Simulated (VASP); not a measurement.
# BN (R3m) in VASP: further runs

The runs below take BN through single point, relaxation of shape and atoms at fixed volume, with LDA.

Program: VASP 6.6.1. These are calculated values, not measurements. Logs are shortened: lines on timing, memory, paths and dates and some standing lists are left out, and cuts for length are marked.

### 1 The cell of the first run

Symmetry: R3m, No. 160, trigonal system. Conventional cell: a = 2.487 Å, b = 2.487 Å, c = 9.489 Å, α = 90.00°, β = 90.00°, γ = 120.00°. Within 1.9 Å of B (site symmetry 3m) lie 3 N at 1.44 Å. Within 1.9 Å of N (site symmetry 3m) lie 3 B at 1.44 Å.

### 2 Single point, LDA (8.47 Å³/atom)

Input file INCAR:

```
SYSTEM = BN
PREC = Accurate
ENCUT = 520
EDIFF = 1E-6
ISMEAR = 0
SIGMA = 0.01
LREAL = .FALSE.
LASPH = .TRUE.
NELM = 60
ALGO = Normal
ISIF = 2
LWAVE = .FALSE.
LCHARG = .TRUE.
GGA = CA
LELF = .TRUE.
LVHAR = .TRUE.
NBANDS = 11
```

Input file KPOINTS:

```
Automatic mesh
0
G
  12 12 12
  0 0 0
```

Input file POSCAR:

```
BN
1.0
    1.2436471685      0.7180200275      3.1629279037
   -1.2436471685      0.7180200275      3.1629279037
    0.0000000000     -1.4360400550      3.1629279037
B N
1 1
Direct
    0.9997901293      0.9997901293      0.9997901293
    0.3326428707      0.3326428707      0.3326428707
```

Potentials or basis: VASP PAW LDA potentials, release 64 (B, N).

On the command line:

```sh
$ cat potpaw_LDA.64/B/POTCAR potpaw_LDA.64/N/POTCAR > POTCAR
$ mpirun -np 1 vasp_std > vasp.out
```

OUTCAR:

```text
SYSTEM = BN
   PREC = Accurate
   ENCUT = 520
   EDIFF = 1E-6
   ISMEAR = 0
   LREAL = .FALSE.
   LASPH = .TRUE.
   NELM = 60
   ISIF = 2
   GGA = CA

 ion  position               nearest neighbor table
   1  1.000  1.000  1.000-   2 1.44   2 1.44   2 1.44
   2  0.333  0.333  0.333-   1 1.44   1 1.44   1 1.44

  LATTYP: Found a trigonal (rhomboedric) cell.
 ALAT       =     3.4736614636
 COS(alpha) =     0.7436405181

  Lattice vectors:

 A1 = (   1.2436471685,   0.7180200275,   3.1629279037)
 A2 = (  -1.2436471685,   0.7180200275,   3.1629279037)
 A3 = (   0.0000000000,  -1.4360400550,   3.1629279037)

Analysis of symmetry for initial positions (statically):
=====================================================================
 Subroutine PRICEL returns:
 Original cell was already a primitive cell.

 Routine SETGRP: Setting up the symmetry group for a
 trigonal (rhombohedral) supercell.

 Subroutine GETGRP returns: Found  6 space group operations
 (whereof  6 operations were pure point group operations)
 out of a pool of 12 trial point group operations.

The static configuration has the point symmetry C_3v.

Analysis of symmetry for dynamics (positions and initial velocities):
=====================================================================
 Subroutine PRICEL returns:
 Original cell was already a primitive cell.

 Routine SETGRP: Setting up the symmetry group for a
 trigonal (rhombohedral) supercell.

 Subroutine GETGRP returns: Found  6 space group operations
 (whereof  6 operations were pure point group operations)
 out of a pool of 12 trial point group operations.

The dynamic configuration has the point symmetry C_3v.

 Subroutine INISYM returns: Found  6 space group operations
 (whereof  6 operations are pure point group operations),
 and found     1 'primitive' translations

----------------------------------------------------------------------------------------

                                     Primitive cell

  volume of cell :      16.9463

  direct lattice vectors                    reciprocal lattice vectors
     1.243647168  0.718020028  3.162927904     0.402043291  0.232119802  0.105387585
    -1.243647168  0.718020028  3.162927904    -0.402043291  0.232119802  0.105387585
     0.000000000 -1.436040055  3.162927904     0.000000000 -0.464239604  0.105387585

  length of vectors
     3.473661464  3.473661464  3.473661464     0.476051419  0.476051419  0.476051419

  position of ions in fractional coordinates (direct lattice)
     0.999790129  0.999790129  0.999790129
     0.332642871  0.332642871  0.332642871

  ion indices of the primitive-cell ions
   primitive index   ion index
                 1           1
                 2           2

----------------------------------------------------------------------------------------

 KPOINTS: Automatic mesh

Automatic generation of k-mesh.
 Grid dimensions read from file:
 generate k-points for:   12   12   12

 Generating k-lattice:

  Cartesian coordinates                     Fractional coordinates (reciprocal lattice)
     0.033503608  0.019343317  0.008782299     0.083333333 -0.000000000  0.000000000
    -0.033503608  0.019343317  0.008782299    -0.000000000  0.083333333  0.000000000
     0.000000000 -0.038686634  0.008782299     0.000000000  0.000000000  0.083333333

  Length of vectors
     0.039670952  0.039670952  0.039670952

  Shift w.r.t. Gamma in fractional coordinates (k-lattice)
     0.000000000  0.000000000  0.000000000

 Subroutine IBZKPT returns following result:
 ===========================================

 Found    189 irreducible k-points:

 Following reciprocal coordinates:
            Coordinates               Weight
  0.000000  0.000000  0.000000      1.000000
  0.083333  0.000000  0.000000      6.000000
  0.166667 -0.000000  0.000000      6.000000
  0.250000  0.000000  0.000000      6.000000
  0.333333  0.000000  0.000000      6.000000
  0.416667  0.000000  0.000000      6.000000
[... 16 lines left out ...]
  0.500000  0.166667  0.000000     12.000000
 -0.416667  0.166667  0.000000     12.000000
 [... further k-points ...]
   k-points           NKPTS =    189   k-points in BZ     NKDIM =    189   number of bands    NBANDS=     11
   number of dos      NEDOS =    301   number of ions     NIONS =      2
   total plane-waves  NPLWV =  21952
   dimension x,y,z NGX =    28 NGY =   28 NGZ =   28
   dimension x,y,z NGXF=    56 NGYF=   56 NGZF=   56
   ions per type =               1   1
   NGX,Y,Z   is equivalent  to a cutoff of  13.40, 13.40, 13.40 a.u.
   NGXF,Y,Z  is equivalent  to a cutoff of  26.80, 26.80, 26.80 a.u.
 SYSTEM =  BN
   PREC   = accura    normal or accurate (medium, high low for compatibility)
   ISTART =      0    job   : 0-new  1-cont  2-samecut
   ICHARG =      2    charge: 1-file 2-atom 10-const
   ISPIN  =      1    spin polarized calculation?
   LNONCOLLINEAR =      F non collinear calculations
   LSORBIT =      F    spin-orbit coupling
   LASPH  =      T    aspherical Exc in radial PAW
   ENCUT  =  520.0 eV  38.22 Ry    6.18 a.u.   6.46  6.46  6.46*2*pi/ulx,y,z
   NELM   =     60;   NELMIN=  2; NELMDL= -5     # of ELM steps
   EDIFF  = 0.1E-05   stopping-criterion for ELM
   LREAL  =      F    real-space projection
   EDIFFG = 0.1E-04   stopping-criterion for IOM
   NSW    =      0    number of steps for IOM
   IBRION =     -1    ionic relax: 0-MD 1-quasi-New 2-CG
   NFREE  =      0    steps in history (QN), initial steepest desc. (CG)
   ISIF   =      2    stress and relaxation
   ISYM   =      2    0-nonsym 1-usesym 2-fastsym
   POTIM  = 0.5000    time-step for ionic-motion
   TEBEG  =    0.0;   TEEND  =   0.0 temperature during run
   PSTRESS=    0.0 pullay stress
   NELECT =       8.0000    total number of electrons
   NUPDOWN=      -1.0000    fix difference up-down
   EMIN   =  10.00;   EMAX   =-10.00  energy-range for DOS
   EFERMI =   0.00;   METHOD = LEGACY
   ISMEAR =     0;   SIGMA  =   0.01  broadening in eV -4-tet -1-fermi 0-gaus
   EFERMI_NEDOS =   21; number of points for ismear=-14 and -15
   IALGO  =     38    algorithm
   IMIX   =      4    mixing-type and parameters
     AMIX     =   0.40;   BMIX     =  1.00
     AMIX_MAG =   1.60;   BMIX_MAG =  1.00
  volume/ion in A,a.u.               =       8.47        57.18
  Fermi-wavevector in a.u.,A,eV,Ry     =   1.274716  2.408864 22.108115  1.624901
  Thomas-Fermi vector in A             =   2.407468
   LORBIT       =      0    0 simple, 1 ext, 2 COOP (PROOUT), +10 PAW based schemes
   GGA     = CA    functional components
   LHFCALC =     F    Hartree Fock is set to
   AEXX    =    0.0000 exact exchange contribution
   IVDW    =     0    specifies the selected vdW correction
   LEPSILON=     F    determine dielectric tensor
   LRPA    =     F    only Hartree local field effects (RPA)
 non-spin polarized calculation
 Gauss-broadening in eV      SIGMA  =   0.01
  energy-cutoff  :      520.00
  volume of cell :       16.95
 maximum number of plane-waves:       467
 NGX is ok and might be reduce to    28
   NGX = 13   NGY = 13   NGZ = 13

 number of electron       8.0000000 magnetization

 Free energy of the ion-electron system (eV)
  ---------------------------------------------------
  ext. energy  EPLUGINS =         0.00000000
  ---------------------------------------------------
  free energy    TOTEN  =       -19.29080687 eV

  energy without entropy =      -19.29080687  energy(sigma->0) =      -19.29080687

 E-fermi :   2.8055     XC(G=0): -10.8733

 val. band max:        2.6477354582   @ k =  -0.3333   0.2500  -0.0000
 cond. band min:       6.6036284486   @ k =   0.5000   0.5000   0.0000
 fundamental gap:      3.9558929903
 Fermi energy:         2.8054987386

 k-point     1 :       0.0000    0.0000    0.0000
  band No.  band energies     occupation
      1     -15.1294      2.00000
      2      -1.2825      2.00000
      3       1.3634      2.00000
      4       1.3634      2.00000
      5       7.9337      0.00000
      6      14.3621      0.00000
      7      14.3621      0.00000
      8      15.9089      0.00000
      9      18.0796      0.00000
     10      28.7309      0.00000
     11      31.6268      0.00000

 k-point     2 :       0.0833    0.0000    0.0000
  band No.  band energies     occupation
      1     -14.9874      2.00000
      2      -1.1431      2.00000
      3       0.7997      2.00000
      4       1.1019      2.00000
      5       8.2221      0.00000
      6      14.2931      0.00000
      7      14.9622      0.00000
      8      15.4272      0.00000
      9      18.5029      0.00000
     10      28.7463      0.00000
     11      29.3336      0.00000

 k-point     3 :       0.1667   -0.0000    0.0000
  band No.  band energies     occupation
      1     -14.5688      2.00000
      2      -0.7725      2.00000
      3      -0.5770      2.00000
      4       0.4660      2.00000
      5       8.9753      0.00000
      6      13.9892      0.00000
      7      14.3412      0.00000
      8      16.5930      0.00000
      9      19.4921      0.00000
     10      25.9673      0.00000
     11      27.9345      0.00000

 k-point     4 :       0.2500    0.0000    0.0000
  band No.  band energies     occupation
      1     -13.9008      2.00000
      2      -2.4403      2.00000
      3      -0.2703      2.00000
      4      -0.0478      2.00000
      5       9.9579      0.00000
      6      12.4273      0.00000
      7      14.2272      0.00000
      8      18.9000      0.00000
      9      20.3976      0.00000
     10      23.8872      0.00000
     11      26.2743      0.00000

 k-point     5 :       0.3333    0.0000    0.0000
  band No.  band energies     occupation
      1     -13.0518      2.00000
      2      -4.2626      2.00000
      3      -0.9022      2.00000
      4       0.8170      2.00000
      5       9.9187      0.00000
      6      11.8377      0.00000
      7      14.4081      0.00000
      8      20.1387      0.00000
      9      21.4837      0.00000
     10      23.2980      0.00000
     11      25.0758      0.00000
[... 211 lines left out ...]
 k-point    21 :       0.3333    0.1667    0.0000
  band No.  band energies     occupation
      1     -13.4611      2.00000
      2      -2.8448      2.00000
      3      -1.2638      2.00000
      4      -0.0857      2.00000
      5      10.4819      0.00000
      6      12.6190      0.00000
      7      15.1850      0.00000
      8      17.9958      0.00000
      9      20.9671      0.00000
     10      22.7609      0.00000
     11      27.5588      0.00000

 k-point    22 :       0.4167    0.1667    0.0000
  band No.  band energies     occupation
      1     -12.6479      2.00000
      2      -4.2711      2.00000
      3      -2.1036      2.00000
      4       0.7574      2.00000
      5       9.5359      0.00000
      6      13.4944      0.00000
      7      15.7636      0.00000
      8      18.4036      0.00000
      9      20.1102      0.00000
     10      23.3989      0.00000
     11      26.6004      0.00000

 k-point    23 :       0.5000    0.1667    0.0000
  band No.  band energies     occupation
      1     -11.8630      2.00000
      2      -5.5326      2.00000
      3      -2.6098      2.00000
      4       1.7036      2.00000
      5       8.3925      0.00000
      6      14.2743      0.00000
      7      16.0957      0.00000
      8      17.8971      0.00000
      9      20.4468      0.00000
     10      23.4015      0.00000
     11      26.6926      0.00000

 k-point    24 :      -0.4167    0.1667    0.0000
  band No.  band energies     occupation
      1     -11.5206      2.00000
      2      -6.0573      2.00000
      3      -2.7799      2.00000
      4       2.3611      2.00000
      5       7.7792      0.00000
      6      14.2174      0.00000
      7      16.2891      0.00000
      8      17.1066      0.00000
      9      20.9322      0.00000
     10      24.0383      0.00000
     11      26.4697      0.00000

 [... further k-points ...]
[... 5 lines left out ...]
  --------------------------------------------------------------------------------------
  -------------------------------------------------------------------------------------
  Total        0.1513672      0.1513672      0.0517434      0.0000000      0.0000000      0.0000000
  in kB       14.3109409     14.3109409      4.8920574      0.0000000      0.0000000      0.0000000
  external PRESSURE =      11.1713130 kB  Pullay stress =       0.0000000 kB

 VOLUME and BASIS-vectors are now :
 -----------------------------------------------------------------------------
  energy-cutoff  :      520.00
  volume of cell :       16.95
      direct lattice vectors                 reciprocal lattice vectors
     1.243647168  0.718020028  3.162927904     0.402043291  0.232119802  0.105387585
    -1.243647168  0.718020028  3.162927904    -0.402043291  0.232119802  0.105387585
     0.000000000 -1.436040055  3.162927904     0.000000000 -0.464239604  0.105387585

 POSITION                                       TOTAL-FORCE (eV/Angst)
 -----------------------------------------------------------------------------------
      0.00000      0.00000      9.48679         0.000000      0.000000      0.000485
      0.00000      0.00000      3.15638         0.000000      0.000000     -0.000485
 -----------------------------------------------------------------------------------
    total drift:                               -0.000000      0.000000      0.000137

  FREE ENERGIE OF THE ION-ELECTRON SYSTEM (eV)
  ---------------------------------------------------
  free  energy   TOTEN  =       -19.2908068713 eV

  energy  without entropy=      -19.2908068713  energy(sigma->0) =      -19.29080687
```

Run time: 55 s. Hardware: 1 thread of Intel Xeon Platinum 8488C (Sapphire Rapids), shared host; peak memory 0.15 GiB.

What came out:

```
Free energy            : -19.2908 eV
Pressure               : 1.1 GPa
Band gap on the k mesh : 3.96 eV (least direct gap 4.62 eV)
```

Levels at points of the mesh, in eV from the valence-band top:
```csv
k point,band 1,band 2,band 3,band 4,band 5,band 6,band 7,band 8,band 9
"(0.00, 0.00, 0.00)",-17.78,-3.93,-1.28,-1.28,5.29,11.71,11.71,13.26,15.43
"(0.50, 0.00, 0.00)",-14.44,-9.03,-4.11,-0.53,5.25,10.19,13.12,15.43,20.42
"(0.50, 0.50, 0.00)",-14.32,-8.83,-4.21,-1.36,3.96,10.01,14.47,18.33,21.24
"(0.50, 0.50, 0.50)",-17.33,-6.66,-1.32,-1.32,10.64,11.60,11.60,12.99,17.23
```

(Part 1 of 2 ends here.)
